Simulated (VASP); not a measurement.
# SiF5 (P6_3/mmc) in VASP: single point with PBE

Aim: the single point of SiF5 with PBE.

All numbers are computed with VASP 6.6.1; they aren't measurements. Logs are shortened: lines on timing, memory, paths and dates and some standing lists are left out, and cuts for length are marked.

### 1 The cell of the first run

It takes space group P6_3/mmc (No. 194, hexagonal). Conventional cell: a = 5.875 Å, b = 5.875 Å, c = 6.616 Å, α = 90.00°, β = 90.00°, γ = 120.00°. Within 2.2 Å of Si (site symmetry -6m2) lie 5 F at 1.62 to 1.69 Å. F (site symmetry mm2) has 1 Si at 1.62 Å within 2.2 Å. Within 2.2 Å of F (site symmetry 3m) lie 1 Si at 1.69 Å.

### 2 Single point, PBE, collinear spin

INCAR

```
ALGO = Normal ; EDIFF = 1E-6
ENCUT = 520 ; GGA = PE
ISIF = 2 ; ISMEAR = 0
ISPIN = 2 ; LASPH = True
LCHARG = False ; LORBIT = 11
LREAL = False ; LWAVE = False
MAGMOM = 0 0 1 1 1 1 1 1 1 1 1 1 ; NBANDS = 55
NELM = 150 ; PREC = Accurate
SIGMA = 0.1
```

KPOINTS

```
k-points
0
Gamma
  3 3 4
```

POSCAR

```
SiF5
1.0
    5.8745981097      0.0000000000      0.0000000000
   -2.9372990548      5.0875512000      0.0000000000
    0.0000000000      0.0000000000      6.6157703086
Si F
2 10
Direct
    0.3333333333      0.6666666667      0.2500000000
    0.6666666667      0.3333333333      0.7500000000
    0.6512585971      0.8256292985      0.2500000000
    0.1743707015      0.3487414029      0.2500000000
    0.1743707015      0.8256292985      0.2500000000
    0.3333333333      0.6666666667      0.9946869141
    0.3333333333      0.6666666667      0.5053130859
    0.8256292985      0.6512585971      0.7500000000
    0.8256292985      0.1743707015      0.7500000000
    0.3487414029      0.1743707015      0.7500000000
    0.6666666667      0.3333333333      0.4946869141
    0.6666666667      0.3333333333      0.0053130859
```

Potentials or basis: VASP PAW PBE potentials, release 64 (Si, F).

Started as:

```sh
> cat potpaw_PBE.64/Si/POTCAR potpaw_PBE.64/F/POTCAR > POTCAR
> mpirun -np 1 vasp_std > vasp.out
```

OUTCAR:

```text
EDIFF = 1E-6
   ENCUT = 520
   GGA = PE
   ISIF = 2
   ISMEAR = 0
   ISPIN = 2
   LASPH = True
   LORBIT = 11
   LREAL = False
   NELM = 150
   PREC = Accurate

 ion  position               nearest neighbor table
   1  0.333  0.667  0.250-   5 1.62   4 1.62   3 1.62   6 1.69   7 1.69
   2  0.667  0.333  0.750-   9 1.62   8 1.62  10 1.62  11 1.69  12 1.69
   3  0.651  0.826  0.250-   1 1.62
   4  0.174  0.349  0.250-   1 1.62
   5  0.174  0.826  0.250-   1 1.62
   6  0.333  0.667  0.995-   1 1.69
   7  0.333  0.667  0.505-   1 1.69
   8  0.826  0.651  0.750-   2 1.62
   9  0.826  0.174  0.750-   2 1.62
  10  0.349  0.174  0.750-   2 1.62
  11  0.667  0.333  0.495-   2 1.69
  12  0.667  0.333  0.005-   2 1.69

  LATTYP: Found a hexagonal cell.
 ALAT       =     5.8745981097
 C/A-ratio  =     1.1261656006

  Lattice vectors:

 A1 = (   5.8745981097,   0.0000000000,   0.0000000000)
 A2 = (  -2.9372990548,   5.0875512000,   0.0000000000)
 A3 = (   0.0000000000,   0.0000000000,   6.6157703086)

Analysis of symmetry for initial positions (statically):
=====================================================================
 Subroutine PRICEL returns:
 Original cell was already a primitive cell.

 Routine SETGRP: Setting up the symmetry group for a
 hexagonal supercell.

 Subroutine GETGRP returns: Found 24 space group operations
 (whereof 12 operations were pure point group operations)
 out of a pool of 24 trial point group operations.

The static configuration has the point symmetry D_3d.
 The point group associated with its full space group is D_6h.

Analysis of symmetry for dynamics (positions and initial velocities):
=====================================================================
 Subroutine PRICEL returns:
 Original cell was already a primitive cell.

 Routine SETGRP: Setting up the symmetry group for a
 hexagonal supercell.

 Subroutine GETGRP returns: Found 24 space group operations
 (whereof 12 operations were pure point group operations)
 out of a pool of 24 trial point group operations.

The dynamic configuration has the point symmetry D_3d.
 The point group associated with its full space group is D_6h.

Analysis of structural, dynamic, and magnetic symmetry:
=====================================================================
 Subroutine PRICEL returns:
[... 169 lines left out ...]
 fundamental gap:      0.0031633248
 Fermi energy:        -4.5945517265

 spin component 1

 k-point     1 :       0.0000    0.0000    0.0000
  band No.  band energies     occupation
      1     -26.8376      1.00000
      2     -26.7512      1.00000
      3     -25.7365      1.00000
      4     -25.7365      1.00000
      5     -25.7297      1.00000
      6     -25.7297      1.00000
[... 475 lines left out ...]
     50       9.5011      0.00000
     51       9.6343      0.00000
 Fermi energy:        -4.5945517265

 spin component 2

 k-point     1 :       0.0000    0.0000    0.0000
  band No.  band energies     occupation
      1     -26.5466      1.00000
      2     -26.4615      1.00000
      3     -25.4711      1.00000
      4     -25.4711      1.00000
      5     -25.4643      1.00000
      6     -25.4643      1.00000
[... 475 lines left out ...]
     50       9.5503      0.00000
     51       9.7282      0.00000
 [bands above 51 left out]

------------------------ aborting loop because EDIFF is reached ----------------------------------------

  FORCE on cell =-STRESS in cart. coord.  units (eV):
  Direction    XX          YY          ZZ          XY          YZ          ZX
  --------------------------------------------------------------------------------------
  -------------------------------------------------------------------------------------
  Total        1.0597359      1.0597359      1.2437390      0.0000000      0.0000000      0.0000000
  in kB        8.5869877      8.5869877     10.0779563      0.0000000      0.0000000      0.0000000
  external PRESSURE =       9.0839773 kB  Pullay stress =       0.0000000 kB

 VOLUME and BASIS-vectors are now :
 -----------------------------------------------------------------------------
  energy-cutoff  :      520.00
  volume of cell :      197.73
      direct lattice vectors                 reciprocal lattice vectors
     5.874598110  0.000000000  0.000000000     0.170224410  0.098279109  0.000000000
    -2.937299055  5.087551200  0.000000000     0.000000000  0.196558218  0.000000000
     0.000000000  0.000000000  6.615770309     0.000000000  0.000000000  0.151153978

 POSITION                                       TOTAL-FORCE (eV/Angst)
 -----------------------------------------------------------------------------------
     -0.00000      3.39170      1.65394         0.000000     -0.000000      0.000000
      2.93730      1.69585      4.96183         0.000000     -0.000000      0.000000
      1.40076      4.20043      1.65394         0.180378      0.104141      0.000000
      0.00000      1.77424      1.65394        -0.000000     -0.208282     -0.000000
     -1.40076      4.20043      1.65394        -0.180378      0.104141      0.000000
     -0.00000      3.39170      6.58062         0.000000     -0.000000     -0.151333
     -0.00000      3.39170      3.34304         0.000000     -0.000000      0.151333
      2.93730      3.31331      4.96183         0.000000      0.208282     -0.000000
      4.33806      0.88712      4.96183         0.180378     -0.104141      0.000000
      1.53654      0.88712      4.96183        -0.180378     -0.104141     -0.000000
      2.93730      1.69585      3.27273         0.000000     -0.000000     -0.151333
      2.93730      1.69585      0.03515         0.000000     -0.000000      0.151333
 -----------------------------------------------------------------------------------
    total drift:                               -0.000002      0.000001     -0.000000

  FREE ENERGIE OF THE ION-ELECTRON SYSTEM (eV)
  ---------------------------------------------------
  free  energy   TOTEN  =       -58.0679190744 eV

  energy  without entropy=      -57.9615893741  energy(sigma->0) =      -58.01475422

 total charge

# of ion       s       p       d       tot
------------------------------------------
    1        0.607   0.917   0.000   1.524
    2        0.607   0.917   0.000   1.524
    3        1.750   4.341   0.000   6.091
    4        1.750   4.341   0.000   6.091
    5        1.750   4.341   0.000   6.091
    6        1.750   4.302   0.000   6.052
    7        1.750   4.302   0.000   6.052
    8        1.750   4.341   0.000   6.091
    9        1.750   4.341   0.000   6.091
   10        1.750   4.341   0.000   6.091
   11        1.750   4.302   0.000   6.052
   12        1.750   4.302   0.000   6.052
--------------------------------------------------
tot         18.716  45.090   0.000  63.807

 magnetization (x)

# of ion       s       p       d       tot
------------------------------------------
    1       -0.004  -0.008   0.000  -0.012
    2       -0.004  -0.008   0.000  -0.012
    3        0.001   0.145   0.000   0.145
    4        0.001   0.145   0.000   0.145
    5        0.001   0.145   0.000   0.145
    6        0.001   0.240   0.000   0.241
    7        0.001   0.240   0.000   0.241
    8        0.001   0.145   0.000   0.145
    9        0.001   0.145   0.000   0.145
   10        0.001   0.145   0.000   0.145
   11        0.001   0.240   0.000   0.241
   12        0.001   0.240   0.000   0.241
--------------------------------------------------
tot          0.001   1.811   0.000   1.812
```

OSZICAR:

```text
N       E                     dE             d eps       ncg     rms          rms(c)
DAV:   1     0.545898882388E+03    0.54590E+03   -0.43340E+04  2036   0.131E+03
DAV:   2    -0.263119551445E+02   -0.57221E+03   -0.56129E+03  2483   0.331E+02
DAV:   3    -0.585101515103E+02   -0.32198E+02   -0.31858E+02  2384   0.789E+01
DAV:   4    -0.588237282182E+02   -0.31358E+00   -0.31339E+00  2328   0.893E+00
DAV:   5    -0.588265725336E+02   -0.28443E-02   -0.28442E-02  2297   0.837E-01    0.249E+01
DAV:   6    -0.539352717730E+02    0.48913E+01   -0.16114E+01  2239   0.189E+01    0.107E+01
DAV:   7    -0.579642758639E+02   -0.40290E+01   -0.45193E+00  2130   0.824E+00    0.455E+00
DAV:   8    -0.580414870721E+02   -0.77211E-01   -0.35540E-01  2179   0.284E+00    0.210E+00
DAV:   9    -0.580628854055E+02   -0.21398E-01   -0.35240E-02  2147   0.140E+00    0.871E-01
DAV:  10    -0.580662078905E+02   -0.33225E-02   -0.69546E-03  2247   0.740E-01    0.361E-01
DAV:  11    -0.580676628636E+02   -0.14550E-02   -0.37903E-03  2135   0.322E-01    0.243E-01
DAV:  12    -0.580678701846E+02   -0.20732E-03   -0.67135E-04  2260   0.239E-01    0.133E-01
DAV:  13    -0.580679288022E+02   -0.58618E-04   -0.17120E-04  2121   0.800E-02    0.529E-02
DAV:  14    -0.580679256085E+02    0.31937E-05   -0.49914E-05  2236   0.438E-02    0.157E-02
DAV:  15    -0.580679194538E+02    0.61547E-05   -0.15304E-05  2113   0.214E-02    0.110E-02
DAV:  16    -0.580679190744E+02    0.37939E-06   -0.12784E-06  1555   0.686E-03
   1 F= -.58067919E+02 E0= -.58014754E+02  d E =-.106330E+00  mag=     1.9997
```

Wall time 6 min (1 thread of Intel Xeon Platinum 8375C at 2.90GHz (Ice Lake), shared host); peak memory 0.47 GiB.

What came out:

```
Free energy                                           : -58.0679 eV
Pressure                                              : 0.9 GPa
Largest force                                         : 0.208 eV/Å
Band gap on the k mesh                                : zero (filled and empty bands overlap)
Net moment                                            : 2.00 μB per cell
Site moments                                          : Si -0.01; F +0.14, +0.24 (each value once) μB
Valence electrons inside the program's atomic spheres : Si 1.52; F 6.09, 6.05 (each value once)
```

Forces in eV/Å, atoms in the order of the input:
```
Si   0.000  0.000  0.000
Si   0.000  0.000  0.000
F    0.180  0.104  0.000
F    0.000 -0.208  0.000
F   -0.180  0.104  0.000
F    0.000  0.000 -0.151
F    0.000  0.000  0.151
F    0.000  0.208  0.000
F    0.180 -0.104  0.000
F   -0.180 -0.104  0.000
F    0.000  0.000 -0.151
F    0.000  0.000  0.151
```

Stress tensor (GPa, compression positive):
```
0.86 0.00 0.00
0.00 0.86 0.00
0.00 0.00 1.01
```

Levels at points of the mesh, in eV from the Fermi level:
Spin up:
```
           k point  band 37  band 38  band 39  band 40  band 41  band 42  band 43  band 44
(0.00, 0.00, 0.00)    -0.61    -0.61    -0.53    -0.53     7.82    10.45    12.18    12.18
(0.00, 0.00, 0.50)    -0.57    -0.57    -0.57    -0.57     8.90     8.90    12.27    12.27
```
Spin down:
| k point | band 34 | band 35 | band 36 | band 37 | band 38 | band 39 | band 40 | band 41 | band 42 | band 43 |
| --- | --- | --- | --- | --- | --- | --- | --- | --- | --- | --- |
| (0.00, 0.00, 0.00) | -0.64 | -0.64 | -0.46 | -0.02 | -0.02 | 0.06 | 0.06 | 7.90 | 10.53 | 12.25 |
| (0.00, 0.00, 0.50) | -0.71 | -0.71 | -0.71 | 0.02 | 0.02 | 0.02 | 0.02 | 8.99 | 8.99 | 12.33 |

Caveat: the k points lie up to 0.41 Å⁻¹ apart.
